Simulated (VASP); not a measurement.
# Tl3Cu in VASP: further runs

Tl3Cu is run at these levels: PBE; tasks: single point.

Program: VASP 6.6.1. These are calculated values, not measurements. Logs are shortened: lines on timing, memory, paths and dates and some standing lists are left out, and cuts for length are marked.

## (1) The cell of the first run

Symmetry: P4/mmm, No. 123, tetragonal system. The conventional cell has a = 4.623 Å, b = 4.623 Å, c = 4.717 Å, α = 90.00°, β = 90.00°, γ = 90.00°. Tl (site symmetry 4/mmm) has 4 Cu at 3.27 Å and 8 Tl at 3.30 Å within 4.3 Å. Tl (site symmetry mmm) has 8 Tl at 3.27 to 3.30 Å and 4 Cu at 3.30 Å within 4.3 Å. Cu (site symmetry 4/mmm) has 12 Tl at 3.27 to 3.30 Å within 4.3 Å.

## (2) Single point, PBE

INCAR

```
ALGO = Normal ; EDIFF = 1E-6
ENCUT = 520 ; GGA = PE
ISIF = 2 ; ISMEAR = -1
LASPH = True ; LCHARG = False
LREAL = False ; LWAVE = False
NBANDS = 33 ; NELM = 60
PREC = Accurate ; SIGMA = 0.05
```

KPOINTS

```
k-points
0
Gamma
  5 5 5
```

POSCAR

```
Tl3Cu
1.0
    4.6226580400      0.0000000000      0.0000000000
    0.0000000000      4.6226580400      0.0000000000
    0.0000000000      0.0000000000      4.7169980000
Tl Cu
3 1
Direct
    0.5000000000      0.5000000000      0.0000000000
    0.5000000000      0.0000000000      0.5000000000
    0.0000000000      0.5000000000      0.5000000000
    0.0000000000      0.0000000000      0.0000000000
```

Potentials or basis: VASP PAW PBE potentials, release 64 (Tl_d, Cu).

The run is started by

```sh
$ cat potpaw_PBE.64/Tl_d/POTCAR potpaw_PBE.64/Cu/POTCAR > POTCAR
$ mpirun -np 1 vasp_std > vasp.out
```

OUTCAR:

```text
EDIFF = 1E-6
   ENCUT = 520
   GGA = PE
   ISIF = 2
   ISMEAR = -1
   LASPH = True
   LREAL = False
   NELM = 60
   PREC = Accurate

 ion  position               nearest neighbor table
   1  0.500  0.500  0.000-   4 3.27   4 3.27   4 3.27   4 3.27   3 3.30   2 3.30   3 3.30   2 3.30
                             3 3.30   2 3.30   3 3.30   2 3.30
   2  0.500  0.000  0.500-   3 3.27   3 3.27   3 3.27   3 3.27   4 3.30   1 3.30   1 3.30   1 3.30
                             4 3.30   4 3.30   4 3.30   1 3.30
   3  0.000  0.500  0.500-   2 3.27   2 3.27   2 3.27   2 3.27   4 3.30   1 3.30   4 3.30   4 3.30
                             1 3.30   4 3.30   1 3.30   1 3.30
   4  0.000  0.000  0.000-   1 3.27   1 3.27   1 3.27   1 3.27   3 3.30   2 3.30   3 3.30   3 3.30
                             3 3.30   2 3.30   2 3.30   2 3.30

  LATTYP: Found a simple tetragonal cell.
 ALAT       =     4.6226580400
 C/A-ratio  =     1.0204081633

  Lattice vectors:

 A1 = (   4.6226580400,   0.0000000000,   0.0000000000)
 A2 = (   0.0000000000,   4.6226580400,   0.0000000000)
 A3 = (   0.0000000000,   0.0000000000,   4.7169980000)

Analysis of symmetry for initial positions (statically):
=====================================================================
 Subroutine PRICEL returns:
 Original cell was already a primitive cell.

 Routine SETGRP: Setting up the symmetry group for a
 simple tetragonal supercell.

 Subroutine GETGRP returns: Found 16 space group operations
 (whereof 16 operations were pure point group operations)
 out of a pool of 16 trial point group operations.

The static configuration has the point symmetry D_4h.

Analysis of symmetry for dynamics (positions and initial velocities):
=====================================================================
 Subroutine PRICEL returns:
 Original cell was already a primitive cell.

 Routine SETGRP: Setting up the symmetry group for a
 simple tetragonal supercell.

 Subroutine GETGRP returns: Found 16 space group operations
 (whereof 16 operations were pure point group operations)
 out of a pool of 16 trial point group operations.

The dynamic configuration has the point symmetry D_4h.

 Subroutine INISYM returns: Found 16 space group operations
 (whereof 16 operations are pure point group operations),
 and found     1 'primitive' translations

----------------------------------------------------------------------------------------

                                     Primitive cell

  volume of cell :     100.7974

  direct lattice vectors                    reciprocal lattice vectors
     4.622658040  0.000000000  0.000000000     0.216325757  0.000000000  0.000000000
     0.000000000  4.622658040  0.000000000     0.000000000  0.216325757  0.000000000
     0.000000000  0.000000000  4.716998000     0.000000000  0.000000000  0.211999242

  length of vectors
     4.622658040  4.622658040  4.716998000     0.216325757  0.216325757  0.211999242

  position of ions in fractional coordinates (direct lattice)
     0.500000000  0.500000000  0.000000000
     0.500000000  0.000000000  0.500000000
     0.000000000  0.500000000  0.500000000
     0.000000000  0.000000000  0.000000000

  ion indices of the primitive-cell ions
   primitive index   ion index
                 1           1
                 2           2
                 3           3
                 4           4

----------------------------------------------------------------------------------------

 KPOINTS: k-points

Automatic generation of k-mesh.
 Grid dimensions read from file:
 generate k-points for:    5    5    5

 Generating k-lattice:

  Cartesian coordinates                     Fractional coordinates (reciprocal lattice)
     0.043265151  0.000000000  0.000000000     0.200000000  0.000000000  0.000000000
     0.000000000  0.043265151  0.000000000     0.000000000  0.200000000  0.000000000
     0.000000000  0.000000000  0.042399848     0.000000000  0.000000000  0.200000000

  Length of vectors
     0.043265151  0.043265151  0.042399848

  Shift w.r.t. Gamma in fractional coordinates (k-lattice)
     0.000000000  0.000000000  0.000000000

 Subroutine IBZKPT returns following result:
 ===========================================

 Found     18 irreducible k-points:

 Following reciprocal coordinates:
            Coordinates               Weight
  0.000000  0.000000  0.000000      1.000000
  0.200000  0.000000  0.000000      4.000000
  0.400000  0.000000  0.000000      4.000000
  0.200000  0.200000  0.000000      4.000000
  0.400000  0.200000  0.000000      8.000000
  0.400000  0.400000  0.000000      4.000000
[... 10 lines left out ...]
  0.400000  0.200000  0.400000     16.000000
  0.400000  0.400000  0.400000      8.000000
   k-points           NKPTS =     18   k-points in BZ     NKDIM =     18   number of bands    NBANDS=     33
   number of dos      NEDOS =    301   number of ions     NIONS =      4
   total plane-waves  NPLWV =  46656
[... 46 lines left out ...]
 non-spin polarized calculation
  energy-cutoff  :      520.00
  volume of cell :      100.80
 maximum number of plane-waves:      2734
 NGX is ok and might be reduce to    36
   NGX = 17   NGY = 17   NGZ = 17

 number of electron      49.9999979 magnetization

 Free energy of the ion-electron system (eV)
  ---------------------------------------------------
  ext. energy  EPLUGINS =         0.00000000
  ---------------------------------------------------
  free energy    TOTEN  =        -9.26064979 eV

  energy without entropy =       -9.25136036  energy(sigma->0) =       -9.25600507

 E-fermi :   6.4940     XC(G=0): -10.3810

 val. band max:        6.4182667142   @ k =   0.0000   0.0000   0.4000
 cond. band min:       6.5548361147   @ k =   0.4000   0.4000   0.2000
 fundamental gap:      0.1365694005
 Fermi energy:         6.4939651972

 k-point     1 :       0.0000    0.0000    0.0000
  band No.  band energies     occupation
      1      -5.7454      2.00000
      2      -5.6784      2.00000
      3      -5.6439      2.00000
      4      -5.6439      2.00000
      5      -5.3727      2.00000
      6      -5.3406      2.00000
[... 25 lines left out ...]
     32      11.9169      0.00000
     33      11.9169      0.00000

 k-point     2 :       0.2000    0.0000    0.0000
  band No.  band energies     occupation
      1      -5.6639      2.00000
      2      -5.6263      2.00000
      3      -5.5925      2.00000
      4      -5.5638      2.00000
      5      -5.3339      2.00000
      6      -5.2925      2.00000
[... 25 lines left out ...]
     32      11.9369      0.00000
     33      12.0092      0.00000

 k-point     3 :       0.4000    0.0000    0.0000
  band No.  band energies     occupation
      1      -5.5953      2.00000
      2      -5.4893      2.00000
      3      -5.3570      2.00000
      4      -5.3450      2.00000
      5      -5.2960      2.00000
      6      -5.1427      2.00000
[... 25 lines left out ...]
     32      13.0537      0.00000
     33      13.1138      0.00000

 k-point     4 :       0.2000    0.2000    0.0000
  band No.  band energies     occupation
      1      -5.6192      2.00000
      2      -5.5783      2.00000
      3      -5.5170      2.00000
      4      -5.5165      2.00000
      5      -5.2830      2.00000
      6      -5.2485      2.00000
[... 25 lines left out ...]
     32      11.2490      0.00000
     33      12.6186      0.00000

 k-point     5 :       0.4000    0.2000    0.0000
  band No.  band energies     occupation
      1      -5.5316      2.00000
      2      -5.4776      2.00000
      3      -5.3512      2.00000
      4      -5.3223      2.00000
      5      -5.2650      2.00000
      6      -5.1288      2.00000
[... 388 lines left out ...]
 k-point    16 :       0.2000    0.2000    0.4000
  band No.  band energies     occupation
      1      -5.5708      2.00000
      2      -5.4366      2.00000
      3      -5.3542      2.00000
      4      -5.3222      2.00000
      5      -5.2535      2.00000
      6      -5.1872      2.00000
[... 25 lines left out ...]
     32      12.4067      0.00000
     33      13.0969      0.00000

 k-point    17 :       0.4000    0.2000    0.4000
  band No.  band energies     occupation
      1      -5.5114      2.00000
      2      -5.4100      2.00000
      3      -5.3882      2.00000
      4      -5.3095      2.00000
      5      -5.2976      2.00000
      6      -5.2180      2.00000
[... 25 lines left out ...]
     32      14.0726      0.00000
     33      14.4051      0.00000

 k-point    18 :       0.4000    0.4000    0.4000
  band No.  band energies     occupation
      1      -5.5553      2.00000
      2      -5.4938      2.00000
      3      -5.4739      2.00000
      4      -5.3944      2.00000
      5      -5.3204      2.00000
      6      -5.3059      2.00000
[... 25 lines left out ...]
     32      15.3359      0.00000
     33      15.4461      0.00000

------------------------ aborting loop because EDIFF is reached ----------------------------------------

  FORCE on cell =-STRESS in cart. coord.  units (eV):
  Direction    XX          YY          ZZ          XY          YZ          ZX
  --------------------------------------------------------------------------------------
  -------------------------------------------------------------------------------------
  Total        0.9845816      0.9845816      0.6573423      0.0000000      0.0000000      0.0000000
  in kB       15.6499541     15.6499541     10.4484752      0.0000000      0.0000000      0.0000000
  external PRESSURE =      13.9161278 kB  Pullay stress =       0.0000000 kB

 VOLUME and BASIS-vectors are now :
 -----------------------------------------------------------------------------
  energy-cutoff  :      520.00
  volume of cell :      100.80
      direct lattice vectors                 reciprocal lattice vectors
     4.622658040  0.000000000  0.000000000     0.216325757  0.000000000  0.000000000
     0.000000000  4.622658040  0.000000000     0.000000000  0.216325757  0.000000000
     0.000000000  0.000000000  4.716998000     0.000000000  0.000000000  0.211999242

 POSITION                                       TOTAL-FORCE (eV/Angst)
 -----------------------------------------------------------------------------------
      2.31133      2.31133      0.00000         0.000000      0.000000      0.000000
      2.31133      0.00000      2.35850         0.000000      0.000000      0.000000
      0.00000      2.31133      2.35850         0.000000      0.000000      0.000000
      0.00000      0.00000      0.00000         0.000000      0.000000      0.000000
 -----------------------------------------------------------------------------------
    total drift:                                0.000000      0.000000      0.000000

  FREE ENERGIE OF THE ION-ELECTRON SYSTEM (eV)
  ---------------------------------------------------
  free  energy   TOTEN  =        -9.2606497866 eV

  energy  without entropy=       -9.2513603611  energy(sigma->0) =       -9.25600507
```

Wall time 35 s (1 thread of Intel Xeon Platinum 8488C (Sapphire Rapids), shared host); peak memory 0.22 GiB.

Results:

- Free energy: -9.2606 eV
- Pressure: 1.4 GPa
- Band gap on the k mesh: zero (bands 25 and 26 overlap by 2.60 eV)

Caveat: spin-orbit coupling is left out, which moves the levels of the heavy elements.

## (3) Single point, PBE

This run uses another cell than the first one, of 25.72 Å³/atom.

INCAR

```
  PREC = Accurate
  ENCUT = 520
  EDIFF = 1E-6
  ISMEAR = -1
  SIGMA = 0.05
  LREAL = F
  LASPH = T
  NELM = 60
  ALGO = Normal
  ISIF = 2
  LWAVE = F
  LCHARG = T
  GGA = PE
  LELF = T
  LVHAR = T
  NBANDS = 33
```

KPOINTS

```
regular mesh
0
Gamma
  5 5 5
```

POSCAR, as its differences from that of step 2:

```diff
@@ -2,4 +2,4 @@
 1.0
-    4.6226580400      0.0000000000      0.0000000000
-    0.0000000000      4.6226580400      0.0000000000
+    4.6698280200      0.0000000000      0.0000000000
+    0.0000000000      4.6698280200      0.0000000000
     0.0000000000      0.0000000000      4.7169980000
```

Potentials or basis: VASP PAW PBE potentials, release 64 (Tl_d, Cu).

The run is started by

```sh
$ cat potpaw_PBE.64/Tl_d/POTCAR potpaw_PBE.64/Cu/POTCAR > POTCAR
$ mpirun -np 1 vasp_std > vasp.out
```

Run time: 36 s. Hardware: 1 thread of Intel Xeon Platinum 8488C (Sapphire Rapids), shared host; peak memory 0.22 GiB.

It converged, with:

```
Free energy            : -9.2763 eV
Pressure               : 0.6 GPa
Band gap on the k mesh : zero (bands 25 and 26 overlap by 2.48 eV)
```

Stress tensor (GPa, compression positive):
```
0.71 0.00 0.00
0.00 0.71 0.00
0.00 0.00 0.43
```

Levels at points of the mesh, in eV from the Fermi level:
```tsv
k point	band 22	band 23	band 24	band 25	band 26	band 27	band 28	band 29
(0.00, 0.00, 0.00)	-1.82	-1.81	-1.55	-1.45	-1.45	0.57	4.76	4.78
```

Caveat: spin-orbit coupling is left out, which moves the levels of the heavy elements.

## (4) Single point, PBE

This run uses another cell than the first one, of 23.40 Å³/atom.

INCAR

```
SYSTEM = Tl3Cu
PREC     = Accurate       ! precision mode
ENCUT    = 520            ! plane-wave cutoff, eV
EDIFF    = 1E-7           ! SCF threshold, eV
ISMEAR   = -1             ! smearing method
SIGMA    = 0.05           ! smearing width, eV
LREAL    = .False.        ! projectors in reciprocal space
LASPH    = .True.         ! aspherical terms in the spheres
NELM     = 80             ! most SCF steps
ALGO     = Fast           ! electronic algorithm
ISIF     = 2              ! what is computed and relaxed
LWAVE    = .False.        ! write WAVECAR
LCHARG   = .False.        ! write CHGCAR
GGA      = PE             ! functional
NBANDS   = 33             ! bands
```

KPOINTS

```
Automatic mesh
0
Gamma
  6 6 6
  0 0 0
```

POSCAR

```
Tl3Cu
1.0
    4.5405812819      0.0000000000      0.0000000000
    0.0000000000      4.5405812819      0.0000000000
    0.0000000000      0.0000000000      4.5405812819
Tl Cu
3 1
Direct
    0.5000000000      0.5000000000      0.0000000000
    0.5000000000      0.0000000000      0.5000000000
    0.0000000000      0.5000000000      0.5000000000
    0.0000000000      0.0000000000      0.0000000000
```

The run is started by

```sh
$ cat potpaw_PBE.64/Tl_d/POTCAR potpaw_PBE.64/Cu/POTCAR > POTCAR
$ mpirun -np 1 vasp_std > vasp.out
```

Run time: 48 s. Hardware: 1 thread of Intel Xeon Platinum 8488C (Sapphire Rapids), shared host; peak memory 0.23 GiB.

The run converged. Its results:

```yaml
Free_energy: -9.1148 eV
Pressure: 4.9 GPa
Band_gap_on_the_k_mesh: zero (bands 25 and 26 overlap by 3.66 eV)
```

Levels at points of the mesh, in eV from the Fermi level:
| k point | band 22 | band 23 | band 24 | band 25 | band 26 | band 27 | band 28 | band 29 |
| --- | --- | --- | --- | --- | --- | --- | --- | --- |
| (0.00, 0.00, 0.00) | -1.71 | -1.71 | -1.67 | -1.67 | -1.67 | 0.84 | 5.15 | 5.15 |
| (0.50, 0.00, 0.00) | -2.30 | -2.30 | 0.13 | 0.76 | 0.76 | 1.59 | 1.59 | 2.97 |
| (0.50, 0.50, 0.00) | -2.30 | -2.17 | -2.11 | 1.67 | 2.59 | 2.59 | 3.05 | 3.32 |
| (0.50, 0.50, 0.50) | -2.71 | -2.26 | -2.26 | -1.99 | -1.99 | -1.99 | -0.66 | 9.78 |

Caveat: the cell stands under pressure; spin-orbit coupling is left out, which moves the levels of the heavy elements.

## (5) Single point, PBE

This run uses another cell than the first one, of 26.77 Å³/atom.

INCAR

```
PREC = Accurate
ENCUT = 520
EDIFF = 1E-6
ISMEAR = -1
SIGMA = 0.05
LREAL = F
LASPH = T
NELM = 100
ALGO = Fast
ISIF = 2
LWAVE = F
LCHARG = F
GGA = PE
NBANDS = 33
```

KPOINTS

```
regular mesh
0
Gamma
  5 5 5
```

POSCAR

```
Tl3Cu
1.0
    4.7641679800      0.0000000000      0.0000000000
    0.0000000000      4.7641679800      0.0000000000
    0.0000000000      0.0000000000      4.7169980000
Tl Cu
3 1
Direct
    0.5000000000      0.5000000000      0.0000000000
    0.5000000000      0.0000000000      0.5000000000
    0.0000000000      0.5000000000      0.5000000000
    0.0000000000      0.0000000000      0.0000000000
```

The run is started by

```sh
$ cat potpaw_PBE.64/Tl_d/POTCAR potpaw_PBE.64/Cu/POTCAR > POTCAR
$ mpirun -np 1 vasp_std > vasp.out
```

Wall time 36 s (1 thread of Intel Xeon Platinum 8488C (Sapphire Rapids), shared host); peak memory 0.23 GiB.

It converged, with:

| Item | Value |
| --- | --- |
| Free energy | -9.2762 eV |
| Pressure | -0.7 GPa |
| Band gap on the k mesh | zero (bands 25 and 26 overlap by 2.38 eV) |

Stress tensor (GPa, compression positive):
```
-0.76  0.00  0.00
 0.00 -0.76  0.00
 0.00  0.00 -0.47
```

Levels at points of the mesh, in eV from the Fermi level:
```
           k point  band 23  band 24  band 25  band 26  band 27  band 28
(0.00, 0.00, 0.00)    -1.80    -1.41    -1.41    -1.31     0.49     4.64
```

Caveat: spin-orbit coupling is left out, which moves the levels of the heavy elements.

## (6) Single point, PBE

This run uses another cell than the first one, of 27.30 Å³/atom.

INCAR

```
PREC = Accurate ; ENCUT = 520
EDIFF = 1E-6 ; ISMEAR = -1
SIGMA = 0.05 ; LREAL = F
LASPH = T ; NELM = 80
ALGO = Normal ; ISIF = 2
LWAVE = F ; LCHARG = F
GGA = PE ; NBANDS = 33
```

KPOINTS

```
Automatic mesh
0
Gamma
  5 5 5
```

POSCAR, as its differences from that of step 5:

```diff
@@ -2,4 +2,4 @@
 1.0
-    4.7641679800      0.0000000000      0.0000000000
-    0.0000000000      4.7641679800      0.0000000000
+    4.8113379600      0.0000000000      0.0000000000
+    0.0000000000      4.8113379600      0.0000000000
     0.0000000000      0.0000000000      4.7169980000
```

Potentials or basis: VASP PAW PBE potentials, release 64 (Tl_d, Cu).

The run is started by

```sh
$ cat potpaw_PBE.64/Tl_d/POTCAR potpaw_PBE.64/Cu/POTCAR > POTCAR
$ mpirun -np 1 vasp_std > vasp.out
```

Wall time 36 s (1 thread of Intel Xeon Platinum 8488C (Sapphire Rapids), shared host); peak memory 0.23 GiB.

It converged, with:

| Property | Result |
| --- | --- |
| Free energy | -9.2619 eV |
| Pressure | -1.3 GPa |
| Band gap on the k mesh | zero (bands 25 and 26 overlap by 2.40 eV) |

Stress tensor (GPa, compression positive):
```
-1.45  0.00  0.00
 0.00 -1.45  0.00
 0.00  0.00 -0.87
```

Levels at points of the mesh, in eV from the Fermi level:
```tsv
k point	band 22	band 23	band 24	band 25	band 26	band 27	band 28	band 29
(0.00, 0.00, 0.00)	-1.79	-1.79	-1.38	-1.38	-1.18	0.46	4.55	4.55
```

Caveat: spin-orbit coupling is left out, which moves the levels of the heavy elements.

## (7) Summary

```csv
cell,k mesh,gap on the mesh (eV),pressure (GPa)
"a = 4.623, b = 4.623, c = 4.717 Å, 4 atoms",5 × 5 × 5,none,1.4
"a = 4.670, b = 4.670, c = 4.717 Å, 4 atoms",5 × 5 × 5,none,0.6
"a = 4.541 Å, 4 atoms",6 × 6 × 6,none,4.9
"a = 4.764, b = 4.764, c = 4.717 Å, 4 atoms",5 × 5 × 5,none,-0.7
"a = 4.811, b = 4.811, c = 4.717 Å, 4 atoms",5 × 5 × 5,none,-1.3
```

Alike in all rows: task single point; level PBE; potentials or basis VASP PAW PBE potentials, release 64 (Tl_d, Cu); no spin polarisation; cutoff (eV) 520; smearing fermi-dirac 0.05 eV.

Caveats: spin-orbit coupling is left out, which moves the levels of the heavy elements; the cell stands under pressure (at least some runs).

Absolute energies hang on the potentials; compare differences alone.

The gap in the log of VASP goes by the Fermi energy; the results here count the filled bands.